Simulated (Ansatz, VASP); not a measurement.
Cu3Pd in VASP and in Ansatz

```
Cu Pd
1.0
     3.77098    0.00000    0.00000
     0.00000    3.77098    0.00000
     0.00000    0.00000    3.77098
Cu Pd
3 1
Cartesian
  0.0000 1.8855 1.8855
  1.8855 0.0000 1.8855
  1.8855 1.8855 0.0000
  0.0000 0.0000 0.0000
```

Change from the starting cell: volume scaled by 1.04, crystal datasets.

Alike in both runs: task electric field gradients; functional PBEsol; k mesh 9 × 9 × 9; occupations fermi-dirac, width 0.05 eV; no spin polarisation.

```csv
,VASP,Ansatz
version,VASP 6.6.1,Ansatz 0.2.0
potentials or method,"VASP PAW PBE potentials, release 64 (Cu, Pd), cutoff 520 eV","all-electron PAW with datasets made for the crystal, scalar-relativistic"
```

|  | VASP | Ansatz | Ansatz less VASP |
| --- | --- | --- | --- |
| pressure (GPa) | -12.6 | -13.0 | -0.41 |
| size of Vzz on the site where it differs most (V/Å²) | 23.8 | 23.3 | -0.44 |

VASP's potentials were made for PBE, not for PBEsol. Ansatz ran all-electron here, and VASP with PAW potentials.
